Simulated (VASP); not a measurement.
Write the native input for VASP 6.6.1 that does the following.

```
Task                   : single point
Functional             : PBE
Dispersion             : D4
Potentials or basis    : VASP PAW PBE potentials, release 64 (Ni, Al)
Cutoff                 : 520 eV
k mesh                 : 9 × 9 × 9
Occupations            : fermi-dirac, width 0.05 eV
Spin                   : collinear spin, ferromagnetic start
Starting moments       : [1.0, 0.0] μB
Dipole correction      : no
Further INCAR settings : ALGO = Normal; EDIFF = 1e-06; NBANDS = 18
```

The structure of AlNi lies in POSCAR:

```
AlNi
1.0
    2.8603411549      0.0000000000      0.0000000000
    0.0000000000      2.8603411549      0.0000000000
    0.0000000000      0.0000000000      2.8603411549
Ni Al
1 1
Direct
    0.5000000000      0.5000000000      0.5000000000
    0.0000000000      0.0000000000      0.0000000000
```

These files were run (other wordings do the same):

INCAR

```
SYSTEM = AlNi
PREC     = Accurate       ! precision mode
ENCUT    = 520            ! plane-wave cutoff, eV
EDIFF    = 1E-6           ! SCF threshold, eV
ISMEAR   = -1             ! smearing method
SIGMA    = 0.05           ! smearing width, eV
LREAL    = .FALSE.        ! projectors in reciprocal space
LASPH    = .TRUE.         ! aspherical terms in the spheres
NELM     = 150            ! most SCF steps
ALGO     = Normal         ! electronic algorithm
ISIF     = 2              ! what is computed and relaxed
LWAVE    = .FALSE.        ! write WAVECAR
LCHARG   = .TRUE.         ! write CHGCAR
ISPIN    = 2              ! spin polarisation
MAGMOM   = 1 0            ! initial moments
LORBIT   = 11             ! projections on sites
LMAXMIX  = 4              ! l up to which the mixer works
GGA      = PE             ! functional
IVDW     = 13             ! dispersion correction
LELF     = .TRUE.         ! ELF
LVHAR    = .TRUE.       
NBANDS   = 18             ! bands
```

KPOINTS

```
regular mesh
0
G
  9 9 9
  0 0 0
```

Potentials or basis: VASP PAW PBE potentials, release 64 (Ni, Al).

Command:

```console
$ cat potpaw_PBE.64/Ni/POTCAR potpaw_PBE.64/Al/POTCAR > POTCAR
$ mpirun -np 1 vasp_std > vasp.out
```

It gave:

| Quantity | Value |
| --- | --- |
| Pressure | 0.0 GPa |
| Net moment | 0.00 μB per cell |
| Valence electrons inside the program's atomic spheres | Ni 9.50; Al 0.81 |
| Dispersion energy per atom | -0.450 eV |

Caveat: pairwise dispersion overbinds metals, which lowers pressure and volume.

Wall time 19 s on 1 thread of Intel Xeon 6975P-C, with other jobs on the host, peak memory 0.16 GiB.
